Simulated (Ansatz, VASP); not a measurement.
## C: VASP beside Ansatz

File POSCAR:

```
C
1.0
    0.0000000000      1.7801241425      1.8335278668
    1.7801241425      0.0000000000      1.8335278668
    1.7801241425      1.7801241425      0.0000000000
C
2
Direct
    0.0000000000      0.0000000000      0.0000000000
    0.2500000000      0.2500000000      0.2500000000
```

INCAR.step1

```
PREC = Accurate
ENCUT = 910
ISMEAR = 0
SIGMA = 0.01
LREAL = F
LASPH = T
NELM = 120
NBANDS = 11
GGA = PE
ALGO = Normal
EDIFF = 1E-5
LWAVE = T
LCHARG = F
GGA_COMPAT = F
```

Contents of INCAR.step2:

```
PREC = Accurate
ENCUT = 910
EDIFF = 1E-6
ISMEAR = 0
SIGMA = 0.01
LREAL = F
LASPH = T
NELM = 120
ALGO = Normal
ISIF = 2
LWAVE = F
LCHARG = F
METAGGA = R2SCAN
LMIXTAU = T
NBANDS = 11
ISTART = 1
GGA_COMPAT = F
```

Contents of KPOINTS:

```
Automatic mesh
0
Gamma
  12 12 12
```

Input for Ansatz:

```yaml
crystal:
  lattice:
    - [0.0, 1.7801241425, 1.8335278668]
    - [1.7801241425, 0.0, 1.8335278668]
    - [1.7801241425, 1.7801241425, 0.0]
  atoms:
    - { symbol: C, position: [0.0, 0.0, 0.0] }
    - { symbol: C, position: [0.25, 0.25, 0.25] }
kpoints:
  mp_grid: { grid: [12, 12, 12] }
  band_path:
    path:
      - [0.0, 0.0, 0.0]
      - [0.5, 0.0, 0.5]
      - [0.625, 0.25, 0.625]
      - [0.375, 0.375, 0.75]
      - [0.5, 0.5, 0.5]
      - [0.5, 0.25, 0.75]
      - [0.0, 0.364583, 0.364583]
    npoints: 1
hamiltonian:
  xc: r2scan
scf:
  occupations: { method: fixed }
  n_extra_bands: 4
output:
  forces: true
  stress: true
  eigenvalues: true
```

Change from the starting cell: uniaxial_z strain +3.0%.

Alike in both runs: task single point; functional r2SCAN; k mesh 12 × 12 × 12; no spin polarisation.

|  | VASP | Ansatz |
| --- | --- | --- |
| version | VASP 6.6.1 | Ansatz 0.2.0 |
| potentials or method | VASP PAW PBE potentials, release 64 (C_h) | plane waves, PAW |
| plane-wave cutoff (eV) | 910 | 500 |
| occupations | gaussian, width 0.01 eV | fixed |
| valence electrons in the cell | 8 | 8 |

|  | VASP | Ansatz | Ansatz less VASP |
| --- | --- | --- | --- |
| gap on the k mesh at the Fermi level (eV) | 3.93 | 3.93 | -0.002 |

VASP's potentials were made for PBE, not for r2SCAN.

Noted on VASP's run: the cutoff is short for stress, so the pressure is rough.
